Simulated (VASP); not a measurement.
# Si62As (a cell with a defect) in VASP: a series of runs

Si62As (a cell with a defect) is run at these levels: PBE+D3(BJ); tasks: single point.

Everything below comes from runs of VASP 6.6.1. Logs are shortened: lines on timing, memory, paths and dates and some standing lists are left out, and cuts for length are marked.

### 1 The cell of the first run

The cell holds a defect, 63 atoms: a = 10.860 Å, b = 10.860 Å, c = 10.860 Å, α = 90.00°, β = 90.00°, γ = 90.00°.

### 2 Single point, PBE+D3(BJ)

File INCAR:

```
PREC = Accurate
ENCUT = 520
EDIFF = 1E-6
ISMEAR = 0
SIGMA = 0.05
LREAL = Auto
LASPH = True
NELM = 100
ALGO = Normal
ISIF = 2
LWAVE = False
LCHARG = False
GGA = PE
IVDW = 12
NBANDS = 164
NELECT = 252.0
```

File KPOINTS:

```
regular mesh
0
Gamma
  1 1 1
```

File POSCAR:

```
Si62As
1.0
   10.8600000000      0.0000000000      0.0000000000
    0.0000000000     10.8600000000      0.0000000000
    0.0000000000      0.0000000000     10.8600000000
Si As
62 1
Direct
    0.5012017495     -0.0009243094     -0.0005947514
    0.6272313996      0.1240026703      0.1243861878
    0.7514366483      0.2484612339     -0.0013264273
    0.8759963168      0.3727573665      0.1242057090
    0.7513931860     -0.0016749540      0.2489655617
    0.8759556169      0.1238574586      0.3731523020
    0.0008895948     -0.0007060773     -0.0004383057
    0.1261346225      0.1243447514      0.1247042357
    0.2514847145      0.2504422652      0.0004881215
    0.3780020258      0.3745852670      0.1260568140
    0.5008456722      0.4993344383     -0.0005569061
    0.6253720074      0.6221426335      0.1262776243
    0.7495119705      0.7484734807      0.0005337017
    0.8757895028      0.8738648250      0.1244644567
    0.2514789134      0.0002230203      0.2508772560
    0.3780748619      0.1259228361      0.3749004604
    0.5045291897      0.2493864641      0.2495906077
    0.7508279006      0.4955805709      0.2495211786
    0.8742424494      0.6220223757      0.3748360958
    0.5008399632     -0.0008188766      0.4995990792
    0.6253235727      0.1260568140      0.6225256906
    0.7507228361      0.2492267035      0.4959193370
    0.8741799263      0.3746076427      0.6223179558
    0.7494345304      0.0002395028      0.7488553407
    0.8758798343      0.1242220994      0.8740843462
    0.0010344383      0.4988353591     -0.0005897790
    0.1260254144      0.6251875691      0.1271336096
    0.2501094843      0.7498849908      0.0014776243
    0.3748444751      0.8739426335      0.1270851750
    0.0014474217      0.2486255985      0.2490373849
    0.1255332413      0.3740636280      0.3745167587
    0.2541523020      0.4980168508      0.2532186924
    0.3753279926      0.6242140884      0.3816014733
    0.5017274401      0.7457080110      0.2534637201
    0.6257892265      0.8743603131      0.3745634438
    0.0009516575     -0.0009062615      0.4992599448
    0.1261616943      0.1268779926      0.6254591160
    0.2544579190      0.2531283610      0.4985208103
    0.3760030387      0.3820125230      0.6241729282
    0.6188093002      0.6243117864      0.6248512891
    0.7469511971      0.7455479742      0.4984290976
    0.8730993554      0.8739212707      0.6254048803
    0.2500818600      0.0011013812      0.7502031308
    0.3748645488      0.1267930018      0.8742341621
    0.5016031308      0.2532932781      0.7460115101
    0.6258679558      0.3740812155      0.8747935543
    0.7470778085      0.4980678637      0.7461496317
    0.8732426335      0.6251087477      0.8743582873
   -0.0001709024      0.7487029466      0.2508167587
    0.1255593002      0.8744936464      0.3745747698
    0.0009631676      0.4993204420      0.4996109576
    0.1232244015      0.6254497238      0.6258946593
    0.2503398711      0.7494786372      0.5024615101
    0.3746939227      0.8766435543      0.6255742173
   -0.0000955801      0.2505720994      0.7488276243
    0.1256246777      0.3741704420      0.8748039595
    0.2504494475      0.5020734807      0.7498497238
    0.3747334254      0.6253637201      0.8769304788
    0.4979868324      0.7496101289      0.7499013812
    0.6258898711      0.8745019337      0.8748588398
   -0.0013296501      0.7500921731      0.7503965930
    0.1251596685      0.8748905157      0.8752378453
    0.6121239411      0.3881763352      0.3883620626
```

Potentials or basis: VASP PAW PBE potentials, release 64 (Si, As).

Launch:

```console
$ cat potpaw_PBE.64/Si/POTCAR potpaw_PBE.64/As/POTCAR > POTCAR
$ mpirun -np 1 vasp_gam > vasp.out
```

OUTCAR:

```text
PREC = Accurate
   ENCUT = 520
   EDIFF = 1E-6
   ISMEAR = 0
   LREAL = Auto
   LASPH = True
   NELM = 100
   ISIF = 2
   GGA = PE
   IVDW = 12
   NELECT = 252.0
 IVDW          = 12

 ion  position               nearest neighbor table
   1  0.501  0.999  0.999-  60 2.34   2 2.36  29 2.38  44 2.38
   2  0.627  0.124  0.124-  17 2.34   3 2.35   5 2.35   1 2.36
   3  0.751  0.248  0.999-  25 2.34   2 2.35   4 2.35  46 2.35
   4  0.876  0.373  0.124-  18 2.34   3 2.35  30 2.35  26 2.36
   5  0.751  0.998  0.249-  14 2.34   6 2.35   2 2.35  35 2.35
   6  0.876  0.124  0.373-  22 2.34   5 2.35  30 2.35  36 2.36
[... 24 lines left out ...]
  31  0.126  0.374  0.375-  32 2.34  38 2.34  51 2.35  30 2.35
  32  0.254  0.498  0.253-  31 2.34  10 2.35  33 2.36  27 2.39
  33  0.375  0.624  0.382-  53 2.33  32 2.36  34 2.36
  34  0.502  0.746  0.253-  35 2.34  12 2.35  33 2.36  29 2.39
  35  0.626  0.874  0.375-  34 2.34  41 2.34  20 2.35   5 2.35
  36  0.001  0.999  0.499-  50 2.34   6 2.36  42 2.38  37 2.38
  37  0.126  0.127  0.625-  55 2.34  43 2.35  36 2.38  38 2.39
  38  0.254  0.253  0.499-  31 2.34  16 2.35  39 2.36  37 2.39
  39  0.376  0.382  0.624-  57 2.33  38 2.36  45 2.36
  40  0.619  0.624  0.625-  59 2.33  41 2.36  47 2.36
  41  0.747  0.746  0.498-  35 2.34  19 2.35  40 2.36  42 2.39
  42  0.873  0.874  0.625-  24 2.34  61 2.35  36 2.38  41 2.39
  43  0.250  0.001  0.750-  54 2.34  37 2.35  44 2.35  62 2.36
  44  0.375  0.127  0.874-   9 2.34  43 2.35   1 2.38  45 2.39
  45  0.502  0.253  0.746-  46 2.34  21 2.35  39 2.36  44 2.39
  46  0.626  0.374  0.875-  47 2.34  45 2.34  11 2.35   3 2.35
[... 14 lines left out ...]
  61  0.999  0.750  0.750-  52 2.34  48 2.35  42 2.35  62 2.36
  62  0.125  0.875  0.875-   7 2.34  61 2.36  43 2.36  28 2.36
  63  0.612  0.388  0.388-  18 2.43  22 2.43  17 2.43

  LATTYP: Found a simple cubic cell.
 ALAT       =    10.8600000000

  Lattice vectors:

 A1 = (  10.8600000000,   0.0000000000,   0.0000000000)
 A2 = (   0.0000000000,  10.8600000000,   0.0000000000)
 A3 = (   0.0000000000,   0.0000000000,  10.8600000000)

Analysis of symmetry for initial positions (statically):
=====================================================================
 Subroutine PRICEL returns:
 Original cell was already a primitive cell.

 Routine SETGRP: Setting up the symmetry group for a
 simple cubic supercell.

 Subroutine GETGRP returns: Found  1 space group operations
 (whereof  1 operations were pure point group operations)
 out of a pool of 48 trial point group operations.

The static configuration has the point symmetry C_1 .

Analysis of symmetry for dynamics (positions and initial velocities):
=====================================================================
 Subroutine PRICEL returns:
 Original cell was already a primitive cell.

 Routine SETGRP: Setting up the symmetry group for a
 simple cubic supercell.

 Subroutine GETGRP returns: Found  1 space group operations
 (whereof  1 operations were pure point group operations)
 out of a pool of 48 trial point group operations.

The dynamic configuration has the point symmetry C_1 .

 Subroutine INISYM returns: Found  1 space group operations
 (whereof  1 operations are pure point group operations),
 and found     1 'primitive' translations

----------------------------------------------------------------------------------------

                                     Primitive cell

  volume of cell :    1280.8241

  direct lattice vectors                    reciprocal lattice vectors
    10.860000000  0.000000000  0.000000000     0.092081031  0.000000000  0.000000000
     0.000000000 10.860000000  0.000000000     0.000000000  0.092081031  0.000000000
     0.000000000  0.000000000 10.860000000     0.000000000  0.000000000  0.092081031

  length of vectors
    10.860000000 10.860000000 10.860000000     0.092081031  0.092081031  0.092081031

  position of ions in fractional coordinates (direct lattice)
     0.501201749  0.999075691  0.999405249
     0.627231400  0.124002670  0.124386188
[... 52 lines left out ...]
   NELECT =     252.0000    total number of electrons
   NUPDOWN=      -1.0000    fix difference up-down
   EMIN   =  10.00;   EMAX   =-10.00  energy-range for DOS
   EFERMI =   0.00;   METHOD = LEGACY
   ISMEAR =     0;   SIGMA  =   0.05  broadening in eV -4-tet -1-fermi 0-gaus
   EFERMI_NEDOS =   21; number of points for ismear=-14 and -15
   IALGO  =     38    algorithm
   IMIX   =      4    mixing-type and parameters
     AMIX     =   0.40;   BMIX     =  1.00
     AMIX_MAG =   1.60;   BMIX_MAG =  1.00
  volume/ion in A,a.u.               =      20.33       137.20
  Fermi-wavevector in a.u.,A,eV,Ry     =   0.952164  1.799329 12.335269  0.906617
  Thomas-Fermi vector in A             =   2.080702
   LORBIT       =      0    0 simple, 1 ext, 2 COOP (PROOUT), +10 PAW based schemes
   GGA     = PE    functional components
   LHFCALC =     F    Hartree Fock is set to
   AEXX    =    0.0000 exact exchange contribution
   IVDW    =    12    specifies the selected vdW correction
   LEPSILON=     F    determine dielectric tensor
   LRPA    =     F    only Hartree local field effects (RPA)
 non-spin polarized calculation
 Gauss-broadening in eV      SIGMA  =   0.05
  energy-cutoff  :      520.00
  volume of cell :     1280.82
 maximum number of plane-waves:     17229
 NGX is ok and might be reduce to    84
   NGX = 41   NGY = 41   NGZ = 41

 number of electron     251.9999986 magnetization

 Free energy of the ion-electron system (eV)
  ---------------------------------------------------
  ext. energy  EPLUGINS =         0.00000000
  ---------------------------------------------------
  free energy    TOTEN  =      -338.27042017 eV

  energy without entropy =     -338.27042017  energy(sigma->0) =     -338.27042017

 E-fermi :   6.0659     XC(G=0):  -9.3264

 val. band max:        5.8368029172   @ k =   0.0000   0.0000   0.0000
 cond. band min:       6.2971934893   @ k =   0.0000   0.0000   0.0000
 fundamental gap:      0.4603905721
 Fermi energy:         6.0659293891

 k-point     1 :       0.0000    0.0000    0.0000
  band No.  band energies     occupation
      1      -6.3303      2.00000
      2      -5.7660      2.00000
      3      -5.1540      2.00000
      4      -5.1539      2.00000
      5      -5.1489      2.00000
      6      -5.1485      2.00000
[... 130 lines left out ...]
    137       6.8670      0.00000
    138       6.9652      0.00000
 [bands above 138 left out]

------------------------ aborting loop because EDIFF is reached ----------------------------------------

 Edisp (eV)  -19.96005

 E6    (eV) :   -11.6815

 E8    (eV) :    -8.2785

  FORCE on cell =-STRESS in cart. coord.  units (eV):
  Direction    XX          YY          ZZ          XY          YZ          ZX
  --------------------------------------------------------------------------------------
  -------------------------------------------------------------------------------------
  Total     -12.00834   -12.11924   -12.02981    -4.57232     4.57261    -4.54138
  in kB     -15.02118   -15.15991   -15.04803    -5.71950     5.71986    -5.68080
  external pressure =      -15.08 kB  Pullay stress =        0.00 kB

 VOLUME and BASIS-vectors are now :
 -----------------------------------------------------------------------------
  energy-cutoff  :      520.00
  volume of cell :     1280.82
      direct lattice vectors                 reciprocal lattice vectors
    10.860000000  0.000000000  0.000000000     0.092081031  0.000000000  0.000000000
     0.000000000 10.860000000  0.000000000     0.000000000  0.092081031  0.000000000
     0.000000000  0.000000000 10.860000000     0.000000000  0.000000000  0.092081031

 POSITION                                       TOTAL-FORCE (eV/Angst)
 -----------------------------------------------------------------------------------
      5.44305     10.84996     10.85354        -0.012835      0.008202      0.006731
      6.81173      1.34667      1.35083         0.008824     -0.005500     -0.004206
      8.16060      2.69829     10.84559         0.002223     -0.000574     -0.001441
      9.51332      4.04815      1.34887         0.003581     -0.005765     -0.000251
      8.16013     10.84181      2.70377        -0.001945     -0.008733     -0.008721
      9.51288      1.34509      4.05243         0.002619      0.004420     -0.002921
[... 55 lines left out ...]
      1.35923      9.50131      9.50508        -0.000293      0.003096     -0.000620
      6.64767      4.21560      4.21761        -0.008691      0.003954      0.005244
 -----------------------------------------------------------------------------------
    total drift:                                0.016444     -0.015037     -0.022063

  FREE ENERGIE OF THE ION-ELECTRON SYSTEM (eV)
  ---------------------------------------------------
  free  energy   TOTEN  =      -358.2304707417 eV

  energy  without entropy=     -358.2304707416  energy(sigma->0) =     -358.23047074
```

It took 4.8 min on 1 thread of Intel Xeon Platinum 8559C (Emerald Rapids), shared host; peak memory 1 GiB.

What came out:

```
Free energy                : -358.2305 eV
Largest force              : 0.027 eV/Å
Dispersion energy per atom : -0.317 eV
```

Forces in eV/Å, atoms in the order of the input:
```
Si  -0.013  0.008  0.007
Si   0.009 -0.005 -0.004
Si   0.002 -0.001 -0.001
Si   0.004 -0.006  0.000
Si  -0.002 -0.009 -0.009
Si   0.003  0.004 -0.003
Si   0.002 -0.003 -0.003
Si   0.002 -0.004 -0.005
Si  -0.003 -0.004  0.003
Si  -0.004  0.003  0.002
Si  -0.002 -0.001 -0.006
Si   0.000  0.000  0.000
Si   0.001  0.006  0.000
Si   0.000  0.004  0.001
Si   0.003 -0.002 -0.005
Si  -0.007 -0.002  0.004
Si  -0.017 -0.013 -0.012
Si   0.012  0.015 -0.019
Si   0.004  0.007  0.004
Si  -0.004 -0.002  0.006
Si  -0.006 -0.007  0.000
Si   0.017 -0.012  0.011
Si   0.004  0.000  0.004
Si   0.009 -0.003 -0.003
Si   0.001 -0.004 -0.001
Si  -0.008  0.008  0.004
Si   0.008  0.004  0.001
Si   0.000 -0.002 -0.006
Si  -0.004 -0.003  0.006
Si   0.004 -0.005 -0.007
Si   0.002  0.007  0.005
Si  -0.005 -0.002 -0.003
Si   0.005  0.003  0.009
Si  -0.002  0.001 -0.003
Si   0.004  0.003 -0.002
Si  -0.001  0.002  0.007
Si   0.008  0.001  0.002
Si  -0.005 -0.005 -0.003
Si  -0.007  0.006  0.010
Si  -0.014 -0.001  0.003
Si   0.007  0.007 -0.001
Si  -0.004 -0.002  0.006
Si   0.004  0.001  0.001
Si  -0.002 -0.004 -0.009
Si   0.006 -0.005  0.000
Si  -0.004  0.005  0.003
Si   0.003  0.000  0.002
Si  -0.002 -0.002 -0.007
Si   0.003 -0.010 -0.004
Si   0.000  0.005  0.004
Si   0.005  0.001  0.002
Si  -0.003  0.005  0.003
Si  -0.003  0.006 -0.002
Si  -0.006  0.000  0.008
Si  -0.001 -0.005  0.000
Si   0.001  0.006 -0.004
Si   0.002 -0.003  0.004
Si  -0.012  0.003  0.003
Si   0.006  0.007  0.002
Si  -0.004 -0.002 -0.004
Si   0.009 -0.008 -0.004
Si   0.000  0.003 -0.001
As  -0.009  0.004  0.005
```

Levels at points of the mesh, in eV from the Fermi level:
| k point | band 122 | band 123 | band 124 | band 125 | band 126 | band 127 | band 128 | band 129 | band 130 | band 131 |
| --- | --- | --- | --- | --- | --- | --- | --- | --- | --- | --- |
| (0.00, 0.00, 0.00) | -1.53 | -0.93 | -0.66 | -0.66 | -0.23 | 0.23 | 0.23 | 0.39 | 0.39 | 0.39 |

Caveat: the k points lie up to 0.58 Å⁻¹ apart; the cell carries a net charge on a neutralising background, which shifts energy and pressure; the cell is charged against a uniform background, so pressure and absolute levels hang on convention.

(Part 1 of 2 ends here.)
